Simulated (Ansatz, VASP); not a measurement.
**H in VASP and in Ansatz**

```xyz
2
Lattice="2.0150 0.0000 0.0000 -1.0075 1.7450 0.0000 0.0000 0.0000 3.2370" Properties=species:S:1:pos:R:3 pbc="T T T"
H     0.0000    1.1634    0.8093
H     1.0075    0.5817    2.4278
```

Alike in both runs: task electric field gradients; functional PBE; k mesh 13 × 13 × 7; occupations fermi-dirac, width 0.01 eV; no spin polarisation.

```csv
,VASP,Ansatz
version,VASP 6.6.1,Ansatz 0.2.0
potentials or method,"VASP PAW PBE potentials, release 64 (H), cutoff 520 eV","all-electron PAW with datasets made for the crystal, scalar-relativistic"
```

```csv
,VASP,Ansatz,Ansatz less VASP
pressure (GPa),-23.8,-23.6,+0.21
"traceless stress, the component that is largest in VASP (GPa)",-2.15,-2.15,0.000
```

Ansatz ran all-electron here, and VASP with PAW potentials. Ansatz's warnings: band levels unverified.
